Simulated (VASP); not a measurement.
Wanted: the native input for a VASP 6.6.1 run.

```yaml
Task: electric field gradients
Functional: PBE
Potentials_or_basis: VASP PAW PBE potentials, release 64 (Zn, S)
Cutoff: 520 eV
k_mesh: 9 × 9 × 9
Occupations: fermi-dirac, width 0.01 eV
Spin: no spin polarisation
Dipole_correction: no
Further_INCAR_settings: ALGO = Normal; EDIFF = 1e-08; NBANDS = 16
```

The structure of ZnS lies in POSCAR:

```
ZnS
1.0
    0.0000000000      2.7576958202      2.7576958202
    2.7576958202      0.0000000000      2.7576958202
    2.7576958202      2.7576958202      0.0000000000
Zn S
1 1
Direct
    0.0000000000      0.0000000000      0.0000000000
    0.7500000000      0.7500000000      0.7500000000
```

This cell differs from its parent crystal: volume scaled by 1.06.

One way to write it, as run:

INCAR

```
  ALGO = Normal
  EDIFF = 1E-8
  ENCUT = 520
  GGA = PE
  ISIF = 2
  ISMEAR = -1
  LASPH = T
  LCHARG = F
  LEFG = T
  LREAL = F
  LWAVE = F
  NBANDS = 16
  NELM = 60
  PREC = Accurate
  SIGMA = 0.01
```

KPOINTS

```
k-points
0
Gamma
  9 9 9
```

Potentials or basis: VASP PAW PBE potentials, release 64 (Zn, S).

Run with:

```sh
$ cat potpaw_PBE.64/Zn/POTCAR potpaw_PBE.64/S/POTCAR > POTCAR
$ mpirun -np 1 vasp_std > vasp.out
```

It gave:

| Property | Result |
| --- | --- |
| Pressure | -2.4 GPa |
| Band gap on the k mesh | 1.85 eV, direct |

Caveat: without QUAD_EFG the Cq values of the log hold for a quadrupole moment of 1 mb, not for the nuclei.

Wall time 23 s on 1 thread of Intel Xeon 6975P-C, on a shared host, peak memory 0.17 GiB.
